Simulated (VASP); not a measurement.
PbS: single point with r2SCAN+rVV10

PbS:

```xyz
4
Lattice="2.0637 -5.8693 0.0000 2.0637 5.8693 0.0000 0.0000 0.0000 4.2604" Properties=species:S:1:pos:R:3 pbc="T T T"
Pb    2.0637   -4.3700    3.1953
Pb    2.0637    4.3700    1.0651
S     2.0637   -1.6866    3.1953
S     2.0637    1.6866    1.0651
```

* Program: VASP 6.6.1
* Task: single point
* Functional: r2SCAN
* Dispersion: rVV10
* Potentials or basis: VASP PAW PBE potentials, release 64 (Pb_d, S)
* Cutoff: 520 eV
* k mesh: 6 × 6 × 6
* Occupations: fermi-dirac, width 0.02 eV
* Spin: no spin polarisation

* Pressure: 0.1 GPa
* Largest force: 0.012 eV/Å
* Band gap on the k mesh: 1.40 eV (least direct gap 1.64 eV)

Forces on the atoms (eV/Å):
```
Pb   0.000 -0.009  0.000
Pb   0.000  0.009  0.000
S    0.000  0.012  0.000
S    0.000 -0.012  0.000
```

Levels at points of the mesh, in eV from the valence-band top:
```tsv
k point	band 18	band 19	band 20	band 21	band 22	band 23
(0.00, 0.00, 0.00)	-1.83	-1.61	-0.59	5.04	5.05	5.27
(0.50, 0.00, 0.00)	-1.29	-0.39	-0.35	2.10	2.13	2.38
(0.50, 0.50, 0.00)	-1.92	-1.42	-0.52	1.40	4.77	5.15
(0.00, 0.00, 0.50)	-1.24	-0.09	-0.09	2.12	2.12	3.05
(0.50, 0.00, 0.50)	-3.36	-1.53	-1.53	3.70	3.70	5.76
(0.50, 0.50, 0.50)	-1.28	-0.47	-0.47	2.05	2.05	3.55
```

Wall time 18 min on 1 thread of AMD EPYC 7R13 (shared host), peak memory 0.6 GiB.

Caveat: the PAW data sets were made with another functional, which shifts forces and pressure a little; spin-orbit coupling is left out, which moves the levels of the heavy elements. A k mesh can miss the band edges.
